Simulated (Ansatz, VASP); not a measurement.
Two plane-wave programs on Ta4O

```
Ta O
1.0
     4.29459    0.00000    0.00000
     0.00000    4.29459    0.00000
     0.00000    0.00000    4.29459
Ta O
4 1
Direct
  0.50000 0.00000 0.00000
  0.00000 0.50000 0.00000
  0.00000 0.00000 0.50000
  0.50000 0.50000 0.50000
  0.00000 0.00000 0.00000
```

Change from the starting cell: species swapped into the Co4N type (Pm-3m, No. 221).

Alike in both runs: functional PBE; k mesh 10 × 10 × 10; occupations gaussian, width 0.1 eV; no spin polarisation.

Ansatz relaxed the structure, and its values are those at the end. VASP's run is a single point on that final structure, the one shown.

|  | VASP | Ansatz |
| --- | --- | --- |
| version | VASP 6.6.1 | Ansatz 0.2.0 |
| potentials or method | VASP PAW PBE potentials, release 64 (Ta_pv, O), cutoff 520 eV | scalar-relativistic, plane waves, PAW |
| valence electrons in the cell | 50 | 58 |

Ansatz gave:

* gap on the k mesh at the Fermi level (eV): none
* pressure (GPa): 0.0

Which values does VASP return?

gap on the k mesh at the Fermi level (eV): none; pressure (GPa): 0.2.

A gap of «none» marks a metal or a gap that the smearing closes. VASP's potentials hold 50 valence electrons a cell and Ansatz's 58, so a difference there can come from the potentials and not from the codes.

Spin-orbit coupling is off throughout.
